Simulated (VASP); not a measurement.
Set up this calculation in VASP 6.6.1, as the native input.

| Quantity | Value |
| --- | --- |
| Task | single point |
| Functional | PBE |
| Potentials or basis | VASP PAW PBE potentials, release 64 (Mo_sv, Si) |
| Cutoff | 520 eV |
| k mesh | 7 × 7 × 4 |
| Occupations | fermi-dirac, width 0.05 eV |
| Spin | no spin polarisation |
| Dipole correction | no |
| Further INCAR settings | ALGO = Normal; EDIFF = 1e-06; NBANDS = 43 |

The structure of Si2Mo lies in POSCAR:

```
Si2Mo
1.0
    4.6134038627      0.0000000000      0.0000000000
   -2.3067019314      3.9953249430      0.0000000000
    0.0000000000      0.0000000000      6.6085609914
Mo Si
3 6
Direct
    0.5000000000      0.5000000000      0.8333333333
    0.0000000000      0.5000000000      0.1666666667
    0.5000000000      0.0000000000      0.5000000000
    0.1639751253      0.3279502506      0.5000000000
    0.6720497494      0.8360248747      0.1666666667
    0.8360248747      0.1639751253      0.8333333333
    0.8360248747      0.6720497494      0.5000000000
    0.3279502506      0.1639751253      0.1666666667
    0.1639751253      0.8360248747      0.8333333333
```

One way to write it, as run:

INCAR

```
SYSTEM = Si2Mo
PREC     = Accurate       ! precision mode
ENCUT    = 520            ! plane-wave cutoff, eV
EDIFF    = 1E-6           ! SCF threshold, eV
ISMEAR   = -1             ! smearing method
SIGMA    = 0.05           ! smearing width, eV
LREAL    = .False.        ! projectors in reciprocal space
LASPH    = .True.         ! aspherical terms in the spheres
NELM     = 60             ! most SCF steps
ALGO     = Normal         ! electronic algorithm
ISIF     = 2              ! what is computed and relaxed
LWAVE    = .False.        ! write WAVECAR
LCHARG   = .False.        ! write CHGCAR
GGA      = PE             ! functional
NBANDS   = 43             ! bands
```

KPOINTS

```
Automatic mesh
0
Gamma
  7 7 4
  0 0 0
```

Potentials or basis: VASP PAW PBE potentials, release 64 (Mo_sv, Si).

The run is started by

```bash
$ cat potpaw_PBE.64/Mo_sv/POTCAR potpaw_PBE.64/Si/POTCAR > POTCAR
$ mpirun -np 1 vasp_std > vasp.out
```

It gave:

* Pressure: 0.2 GPa
* Largest force: 0.003 eV/Å
* Band gap on the k mesh: 0.27 eV (least direct gap 0.61 eV)

Caveat: an odd mesh through Γ misses points on the zone boundary, where band edges can lie.

Run time: 65 s on 1 thread of Intel(R) Xeon(R) 6975P-C (Granite Rapids) (shared host), peak memory 0.28 GiB.
